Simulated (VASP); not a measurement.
# Fe: single point with LDA

Crystal: Fe.

```xyz
2
Lattice="2.4342 0.0000 0.0000 -1.2171 2.1080 0.0000 0.0000 0.0000 3.8419" Properties=species:S:1:pos:R:3 pbc="T T T"
Fe    1.2171    0.7027    2.8815
Fe    0.0000    1.4054    0.9605
```

| Quantity | Value |
| --- | --- |
| Program | VASP 6.6.1 |
| Task | single point |
| Functional | LDA |
| Potentials or basis | VASP PAW LDA potentials, release 64 (Fe) |
| Cutoff | 520 eV |
| k mesh | 10 × 10 × 6 |
| Occupations | gaussian, width 0.05 eV |
| Spin | collinear spin, ferromagnetic start |
| Starting moments | [3.0, 3.0] μB |

The pressure is -10.6 GPa and the band gap on the k mesh is zero (filled and empty bands overlap). The net moment is -0.01 μB per cell and the valence electrons inside the program's atomic spheres are Fe 7.61.

Stress tensor (GPa, compression positive):
```
 -9.71   0.00   0.00
  0.00  -9.71   0.00
  0.00   0.00 -12.30
```

Levels at points of the mesh, in eV from the Fermi level:
Spin up:
```csv
k point,band 5,band 6,band 7,band 8,band 9,band 10,band 11,band 12
"(0.00, 0.00, 0.00)",-1.64,-1.28,-1.28,-0.93,-0.93,0.61,0.73,0.73
"(0.50, 0.00, 0.00)",-2.10,-1.61,-1.15,0.83,1.08,1.12,2.79,5.01
"(0.00, 0.00, 0.50)",-1.90,-1.90,-1.90,-1.90,0.31,0.31,0.31,0.31
"(0.50, 0.00, 0.50)",-0.71,-0.71,0.10,0.10,0.98,0.98,2.58,2.58
```
Spin down:
```csv
k point,band 5,band 6,band 7,band 8,band 9,band 10,band 11,band 12
"(0.00, 0.00, 0.00)",-1.65,-1.28,-1.28,-0.93,-0.93,0.61,0.72,0.72
"(0.50, 0.00, 0.00)",-2.10,-1.62,-1.16,0.83,1.07,1.11,2.78,5.00
"(0.00, 0.00, 0.50)",-1.91,-1.91,-1.91,-1.91,0.31,0.31,0.31,0.31
"(0.50, 0.00, 0.50)",-0.72,-0.72,0.09,0.09,0.98,0.98,2.57,2.57
```

Run time: 16 s on 1 thread of Intel(R) Xeon(R) 6975P-C (Granite Rapids), on a shared host, peak memory 0.14 GiB.

Caveat: the starting moments collapsed, and a magnetic state may lie lower.
